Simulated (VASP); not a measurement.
# Re (Fm-3m) in VASP: notebook

The runs below take Re through single point, with r2SCAN.

All numbers are computed with VASP 6.6.1; they aren't measurements. Logs are shortened: lines on timing, memory, paths and dates and some standing lists are left out, and cuts for length are marked.

**1. The cell of the first run**

Symmetry: Fm-3m, No. 225, cubic system. The conventional cell has a = 3.841 Å, b = 3.841 Å, c = 3.841 Å, α = 90.00°, β = 90.00°, γ = 90.00°. Within 3.6 Å of Re (site symmetry m-3m) lie 12 Re at 2.72 Å.

This isn't the form of Re at room conditions, which is hcp.

**2. Single point, r2SCAN (14.16 Å³/atom)**

POSCAR

```
Re
1.0
    0.0000000000      1.9203479386      1.9203479386
    1.9203479386      0.0000000000      1.9203479386
    1.9203479386      1.9203479386      0.0000000000
Re
1
Direct
    0.0000000000      0.0000000000      0.0000000000
```

INCAR.step1

```
PREC = Accurate ; ENCUT = 520
ISMEAR = -1 ; SIGMA = 0.1
LREAL = F ; LASPH = T
NELM = 100 ; NBANDS = 10
GGA = PE ; ALGO = Normal
EDIFF = 1E-4 ; LWAVE = T
LCHARG = F
```

INCAR.step2

```
PREC = Accurate ; ENCUT = 520
EDIFF = 1E-7 ; ISMEAR = -1
SIGMA = 0.1 ; LREAL = F
LASPH = T ; NELM = 100
ALGO = Normal ; ISIF = 2
LWAVE = F ; LCHARG = F
METAGGA = R2SCAN ; LMIXTAU = T
NBANDS = 10 ; ISTART = 1
```

KPOINTS

```
regular mesh
0
Gamma
  16 16 16
```

Potentials or basis: VASP PAW PBE potentials, release 64 (Re).

Started as:

```console
$ cat potpaw_PBE.64/Re/POTCAR > POTCAR
$ cp INCAR.step1 INCAR
$ mpirun -np 1 vasp_std > vasp.out
$ cp INCAR.step2 INCAR
$ mpirun -np 1 vasp_std > vasp.out
```

OUTCAR:

```text
PREC = Accurate
   ENCUT = 520
   EDIFF = 1E-7
   ISMEAR = -1
   LREAL = F
   LASPH = T
   NELM = 100
   ISIF = 2
   METAGGA = R2SCAN
   ISTART = 1

 ion  position               nearest neighbor table
   1  0.000  0.000  0.000-

  LATTYP: Found a face centered cubic cell.
 ALAT       =     3.8406958772

  Lattice vectors:

 A1 = (   0.0000000000,   1.9203479386,   1.9203479386)
 A2 = (   1.9203479386,   0.0000000000,   1.9203479386)
 A3 = (   1.9203479386,   1.9203479386,   0.0000000000)

Analysis of symmetry for initial positions (statically):
=====================================================================
 Subroutine PRICEL returns:
 Original cell was already a primitive cell.

 Routine SETGRP: Setting up the symmetry group for a
 face centered cubic supercell.

 Subroutine GETGRP returns: Found 48 space group operations
 (whereof 48 operations were pure point group operations)
 out of a pool of 48 trial point group operations.

The static configuration has the point symmetry O_h .

Analysis of symmetry for dynamics (positions and initial velocities):
=====================================================================
 Subroutine PRICEL returns:
 Original cell was already a primitive cell.

 Routine SETGRP: Setting up the symmetry group for a
 face centered cubic supercell.

 Subroutine GETGRP returns: Found 48 space group operations
 (whereof 48 operations were pure point group operations)
 out of a pool of 48 trial point group operations.

The dynamic configuration has the point symmetry O_h .

 Subroutine INISYM returns: Found 48 space group operations
 (whereof 48 operations are pure point group operations),
 and found     1 'primitive' translations

----------------------------------------------------------------------------------------

                                     Primitive cell

  volume of cell :      14.1635

  direct lattice vectors                    reciprocal lattice vectors
     0.000000000  1.920347939  1.920347939    -0.260369483  0.260369483  0.260369483
     1.920347939  0.000000000  1.920347939     0.260369483 -0.260369483  0.260369483
     1.920347939  1.920347939  0.000000000     0.260369483  0.260369483 -0.260369483

  length of vectors
     2.715782099  2.715782099  2.715782099     0.450973173  0.450973173  0.450973173

  position of ions in fractional coordinates (direct lattice)
     0.000000000  0.000000000  0.000000000

  ion indices of the primitive-cell ions
   primitive index   ion index
                 1           1

----------------------------------------------------------------------------------------

 KPOINTS: regular mesh

Automatic generation of k-mesh.
 Grid dimensions read from file:
 generate k-points for:   16   16   16

 Generating k-lattice:

  Cartesian coordinates                     Fractional coordinates (reciprocal lattice)
    -0.016273093  0.016273093  0.016273093     0.062500000  0.000000000  0.000000000
     0.016273093 -0.016273093  0.016273093     0.000000000  0.062500000  0.000000000
     0.016273093  0.016273093 -0.016273093     0.000000000  0.000000000  0.062500000

  Length of vectors
     0.028185823  0.028185823  0.028185823

  Shift w.r.t. Gamma in fractional coordinates (k-lattice)
     0.000000000  0.000000000  0.000000000

 Subroutine IBZKPT returns following result:
 ===========================================

 Found    145 irreducible k-points:

 Following reciprocal coordinates:
            Coordinates               Weight
  0.000000  0.000000  0.000000      1.000000
  0.062500  0.000000  0.000000      8.000000
  0.125000  0.000000  0.000000      8.000000
  0.187500  0.000000  0.000000      8.000000
  0.250000  0.000000  0.000000      8.000000
  0.312500  0.000000  0.000000      8.000000
[... 16 lines left out ...]
 -0.125000  0.062500  0.000000     24.000000
 -0.062500  0.062500  0.000000     12.000000
 [... further k-points ...]
   k-points           NKPTS =    145   k-points in BZ     NKDIM =    145   number of bands    NBANDS=     10
   number of dos      NEDOS =    301   number of ions     NIONS =      1
   total plane-waves  NPLWV =   8000
   dimension x,y,z NGX =    20 NGY =   20 NGZ =   20
   dimension x,y,z NGXF=    40 NGYF=   40 NGZF=   40
   ions per type =               1
   NGX,Y,Z   is equivalent  to a cutoff of  12.24, 12.24, 12.24 a.u.
   NGXF,Y,Z  is equivalent  to a cutoff of  24.49, 24.49, 24.49 a.u.
 SYSTEM =  unknown system
   PREC   = accura    normal or accurate (medium, high low for compatibility)
   ISTART =      1    job   : 0-new  1-cont  2-samecut
   ICHARG =      0    charge: 1-file 2-atom 10-const
   ISPIN  =      1    spin polarized calculation?
   LNONCOLLINEAR =      F non collinear calculations
   LSORBIT =      F    spin-orbit coupling
   LASPH  =      T    aspherical Exc in radial PAW
   ENCUT  =  520.0 eV  38.22 Ry    6.18 a.u.   5.05  5.05  5.05*2*pi/ulx,y,z
   NELM   =    100;   NELMIN=  2; NELMDL=  0     # of ELM steps
   EDIFF  = 0.1E-06   stopping-criterion for ELM
   LREAL  =      F    real-space projection
   EDIFFG = 0.1E-05   stopping-criterion for IOM
   NSW    =      0    number of steps for IOM
   IBRION =     -1    ionic relax: 0-MD 1-quasi-New 2-CG
   NFREE  =      0    steps in history (QN), initial steepest desc. (CG)
   ISIF   =      2    stress and relaxation
   ISYM   =      2    0-nonsym 1-usesym 2-fastsym
   POTIM  = 0.5000    time-step for ionic-motion
   TEBEG  =    0.0;   TEEND  =   0.0 temperature during run
   PSTRESS=    0.0 pullay stress
   NELECT =       7.0000    total number of electrons
   NUPDOWN=      -1.0000    fix difference up-down
   EMIN   =  10.00;   EMAX   =-10.00  energy-range for DOS
   EFERMI =   0.00;   METHOD = LEGACY
   ISMEAR =    -1;   SIGMA  =   0.10  broadening in eV -4-tet -1-fermi 0-gaus
   EFERMI_NEDOS =   21; number of points for ismear=-14 and -15
   IALGO  =     38    algorithm
   IMIX   =      4    mixing-type and parameters
     AMIX     =   0.40;   BMIX     =  1.00
     AMIX_MAG =   1.60;   BMIX_MAG =  1.00
  volume/ion in A,a.u.               =      14.16        95.58
  Fermi-wavevector in a.u.,A,eV,Ry     =   1.294348  2.445962 22.794326  1.675336
  Thomas-Fermi vector in A             =   2.425936
   LORBIT       =      0    0 simple, 1 ext, 2 COOP (PROOUT), +10 PAW based schemes
   METAGGA = R2SCAN    functional components
   LHFCALC =     F    Hartree Fock is set to
   AEXX    =    0.0000 exact exchange contribution
   IVDW    =     0    specifies the selected vdW correction
   LEPSILON=     F    determine dielectric tensor
   LRPA    =     F    only Hartree local field effects (RPA)
 non-spin polarized calculation
  energy-cutoff  :      520.00
  volume of cell :       14.16
 maximum number of plane-waves:       392
   NGX =  9   NGY =  9   NGZ =  9

 number of electron       7.0000000 magnetization

 Free energy of the ion-electron system (eV)
  ---------------------------------------------------
  ext. energy  EPLUGINS =         0.00000000
  ---------------------------------------------------
  free energy    TOTEN  =       -52.37755555 eV

  energy without entropy =      -52.35652005  energy(sigma->0) =      -52.36703780

 E-fermi :   8.4951     XC(G=0): -15.2314

 val. band max:        8.4826709313   @ k =   0.1875   0.1250   0.0000
 cond. band min:       8.5407464177   @ k =  -0.2500   0.3125   0.0625
 fundamental gap:      0.0580754864
 Fermi energy:         8.4950743423

 k-point     1 :       0.0000    0.0000    0.0000
  band No.  band energies     occupation
      1      -2.4514      2.00000
      2       6.3298      2.00000
      3       6.3298      2.00000
      4       6.3298      2.00000
      5       9.9305      0.00000
      6       9.9305      0.00000
      7      23.0051      0.00000
      8      29.3422      0.00000
      9      29.3422      0.00000
     10      29.3422      0.00000

 k-point     2 :       0.0625    0.0000    0.0000
  band No.  band energies     occupation
      1      -2.2523      2.00000
      2       6.1891      2.00000
      3       6.4233      2.00000
      4       6.4233      2.00000
      5       9.8520      0.00000
      6       9.8520      0.00000
      7      23.3966      0.00000
      8      28.3220      0.00000
      9      29.7066      0.00000
     10      29.7066      0.00000

 k-point     3 :       0.1250    0.0000    0.0000
  band No.  band energies     occupation
      1      -1.6845      2.00000
      2       5.8448      2.00000
      3       6.6580      2.00000
      4       6.6580      2.00000
      5       9.6924      0.00001
      6       9.6924      0.00001
      7      24.4113      0.00000
      8      26.6604      0.00000
      9      30.7561      0.00000
     10      30.7561      0.00000

 k-point     4 :       0.1875    0.0000    0.0000
  band No.  band energies     occupation
      1      -0.8501      2.00000
      2       5.4937      2.00000
      3       6.8746      2.00000
      4       6.8746      2.00000
      5       9.6736      0.00002
      6       9.6736      0.00002
      7      24.5165      0.00000
      8      26.3908      0.00000
      9      32.3792      0.00000
     10      32.3792      0.00000
[... 222 lines left out ...]
 k-point    22 :      -0.1875    0.0625    0.0000
  band No.  band energies     occupation
      1      -0.3813      2.00000
      2       5.2672      2.00000
      3       6.9107      2.00000
      4       7.0464      2.00000
      5       9.1548      0.00272
      6      10.3444      0.00000
      7      24.3847      0.00000
      8      26.9417      0.00000
      9      31.7276      0.00000
     10      34.0448      0.00000

 k-point    23 :      -0.1250    0.0625    0.0000
  band No.  band energies     occupation
      1      -1.2629      2.00000
      2       5.5697      2.00000
      3       6.8325      2.00000
      4       6.8438      2.00000
      5       9.2158      0.00148
      6      10.0249      0.00000
      7      25.0970      0.00000
      8      26.2161      0.00000
      9      30.4378      0.00000
     10      32.0767      0.00000

 k-point    24 :      -0.0625    0.0625    0.0000
  band No.  band energies     occupation
      1      -1.9289      2.00000
      2       5.9473      2.00000
      3       6.5544      2.00000
      4       6.6158      2.00000
      5       9.5431      0.00006
      6       9.9420      0.00000
      7      24.0147      0.00000
      8      27.4720      0.00000
      9      29.6908      0.00000
     10      30.5881      0.00000

 [... further k-points ...]

------------------------ aborting loop because EDIFF is reached ----------------------------------------

  FORCE on cell =-STRESS in cart. coord.  units (eV):
  Direction    XX          YY          ZZ          XY          YZ          ZX
  --------------------------------------------------------------------------------------
  -------------------------------------------------------------------------------------
  Total        1.5417165      1.5417165      1.5417165      0.0000000      0.0000000      0.0000000
  in kB      174.3995430    174.3995430    174.3995430      0.0000000      0.0000000      0.0000000
  external PRESSURE =     174.3995430 kB  Pullay stress =       0.0000000 kB

 VOLUME and BASIS-vectors are now :
 -----------------------------------------------------------------------------
  energy-cutoff  :      520.00
  volume of cell :       14.16
      direct lattice vectors                 reciprocal lattice vectors
     0.000000000  1.920347939  1.920347939    -0.260369483  0.260369483  0.260369483
     1.920347939  0.000000000  1.920347939     0.260369483 -0.260369483  0.260369483
     1.920347939  1.920347939  0.000000000     0.260369483  0.260369483 -0.260369483

 POSITION                                       TOTAL-FORCE (eV/Angst)
 -----------------------------------------------------------------------------------
      0.00000      0.00000      0.00000         0.000000      0.000000      0.000000
 -----------------------------------------------------------------------------------
    total drift:                                0.000000     -0.000000     -0.000000

  FREE ENERGIE OF THE ION-ELECTRON SYSTEM (eV)
  ---------------------------------------------------
  free  energy   TOTEN  =       -52.3775555470 eV

  energy  without entropy=      -52.3565200507  energy(sigma->0) =      -52.36703780
```

Run time: 36 s. Hardware: 1 thread of Intel Xeon 6975P-C (Granite Rapids), shared host; peak memory 0.14 GiB.

Results:

```yaml
Free_energy: -52.3776 eV
Pressure: 17.4 GPa
Band_gap_on_the_k_mesh: zero (an odd number of electrons rules out a gap without spin polarisation)
```

Caveat: the cell stands under pressure; the PAW data sets were made with another functional, which shifts forces and pressure a little; spin-orbit coupling is left out, which moves the levels of the heavy elements.

**3. Single point, r2SCAN (14.75 Å³/atom)**

This run uses another cell than the first one, of 14.75 Å³/atom.

POSCAR

```
Re
1.0
    0.0000000000      1.9466573441      1.9466573441
    1.9466573441      0.0000000000      1.9466573441
    1.9466573441      1.9466573441      0.0000000000
Re
1
Direct
    0.0000000000      0.0000000000      0.0000000000
```

INCAR.step1

```
SYSTEM = Re
PREC = Accurate ; ENCUT = 520
ISMEAR = -1 ; SIGMA = 0.1
LREAL = .False. ; LASPH = .True.
NELM = 60 ; NBANDS = 10
GGA = PE ; ALGO = Normal
EDIFF = 1E-4 ; LWAVE = .True.
LCHARG = .False.
```

INCAR.step2

```
SYSTEM = Re
PREC = Accurate ; ENCUT = 520
EDIFF = 1E-6 ; ISMEAR = -1
SIGMA = 0.1 ; LREAL = .False.
LASPH = .True. ; NELM = 60
ALGO = Normal ; ISIF = 2
LWAVE = .False. ; LCHARG = .True.
METAGGA = R2SCAN ; LMIXTAU = .True.
LELF = .True. ; LVHAR = .True.
NBANDS = 10 ; ISTART = 1
```

KPOINTS

```
Automatic mesh
0
Gamma
  16 16 16
  0 0 0
```

Potentials or basis: VASP PAW PBE potentials, release 64 (Re).

Started as:

```console
$ cat potpaw_PBE.64/Re/POTCAR > POTCAR
$ cp INCAR.step1 INCAR
$ mpirun -np 1 vasp_std > vasp.out
$ cp INCAR.step2 INCAR
$ mpirun -np 1 vasp_std > vasp.out
```

Run time: 30 s. Hardware: 1 thread of Intel Xeon 6975P-C (Granite Rapids), shared host; peak memory 0.14 GiB.

The run converged. Its results:

```yaml
Free_energy: -52.4086 eV
Pressure: -0.2 GPa
Band_gap_on_the_k_mesh: zero (an odd number of electrons rules out a gap without spin polarisation)
```

Levels at points of the mesh, in eV from the Fermi level:
```csv
k point,band 1,band 2,band 3,band 4,band 5,band 6,band 7,band 8,band 9
"(0.00, 0.00, 0.00)",-10.66,-2.05,-2.05,-2.05,1.35,1.35,14.48,20.57,20.57
"(0.50, 0.00, 0.00)",-7.24,-2.21,-2.21,0.07,3.91,3.91,10.41,13.97,21.08
"(0.50, 0.50, 0.00)",-7.13,-6.30,2.79,3.92,4.63,4.63,12.85,12.85,13.71
```

Caveat: the PAW data sets were made with another functional, which shifts forces and pressure a little; spin-orbit coupling is left out, which moves the levels of the heavy elements.

**4. Single point, r2SCAN (15.34 Å³/atom)**

This run uses another cell than the first one, of 15.34 Å³/atom.

POSCAR

```
Re
1.0
    0.0000000000      1.9722741941      1.9722741941
    1.9722741941      0.0000000000      1.9722741941
    1.9722741941      1.9722741941      0.0000000000
Re
1
Direct
    0.0000000000      0.0000000000      0.0000000000
```

INCAR.step1

```
  PREC = Accurate
  ENCUT = 520
  ISMEAR = -1
  SIGMA = 0.1
  LREAL = F
  LASPH = T
  NELM = 100
  NBANDS = 10
  GGA = PE
  ALGO = Normal
  EDIFF = 1E-4
  LWAVE = T
  LCHARG = F
```

INCAR.step2

```
  PREC = Accurate
  ENCUT = 520
  EDIFF = 1E-6
  ISMEAR = -1
  SIGMA = 0.1
  LREAL = F
  LASPH = T
  NELM = 100
  ALGO = Normal
  ISIF = 2
  LWAVE = F
  LCHARG = F
  METAGGA = R2SCAN
  LMIXTAU = T
  NBANDS = 10
  ISTART = 1
```

KPOINTS

```
Automatic mesh
0
Gamma
  16 16 16
```

Started as:

```console
$ cat potpaw_PBE.64/Re/POTCAR > POTCAR
$ cp INCAR.step1 INCAR
$ mpirun -np 1 vasp_std > vasp.out
$ cp INCAR.step2 INCAR
$ mpirun -np 1 vasp_std > vasp.out
```

Wall time 30 s (1 thread of Intel Xeon 6975P-C (Granite Rapids), shared host); peak memory 0.16 GiB.

Results (log left out):

```yaml
Free_energy: -52.3813 eV
Pressure: -14.4 GPa
Band_gap_on_the_k_mesh: zero (an odd number of electrons rules out a gap without spin polarisation)
```

Levels at points of the mesh, in eV from the Fermi level:
```tsv
k point	band 1	band 2	band 3	band 4	band 5	band 6	band 7	band 8
(0.00, 0.00, 0.00)	-10.38	-1.94	-1.94	-1.94	1.26	1.26	14.44	20.30
(0.50, 0.00, 0.00)	-6.94	-2.08	-2.08	0.00	3.68	3.68	9.82	13.93
(0.50, 0.50, 0.00)	-6.78	-5.97	2.61	3.68	4.35	4.35	12.51	12.51
```

Caveat: the cell stands under tension; the PAW data sets were made with another functional, which shifts forces and pressure a little; spin-orbit coupling is left out, which moves the levels of the heavy elements.

**5. The runs side by side**

| cell | gap on the mesh (eV) | pressure (GPa) |
| --- | --- | --- |
| a = 2.716 Å, angles 60.0°, 1 atom | none | 17.4 |
| a = 2.753 Å, angles 60.0°, 1 atom | none | -0.2 |
| a = 2.789 Å, angles 60.0°, 1 atom | none | -14.4 |

Alike in all rows: task single point; level r2SCAN; potentials or basis VASP PAW PBE potentials, release 64 (Re); no spin polarisation; k mesh 16 × 16 × 16; cutoff (eV) 520; smearing fermi-dirac 0.1 eV.

Caveats: the PAW data sets were made with another functional, which shifts forces and pressure a little; spin-orbit coupling is left out, which moves the levels of the heavy elements; the cell stands under pressure (at least some runs); the cell stands under tension (at least some runs).

Total energies depend on the potentials used, so only differences within one code and one set of settings carry meaning.
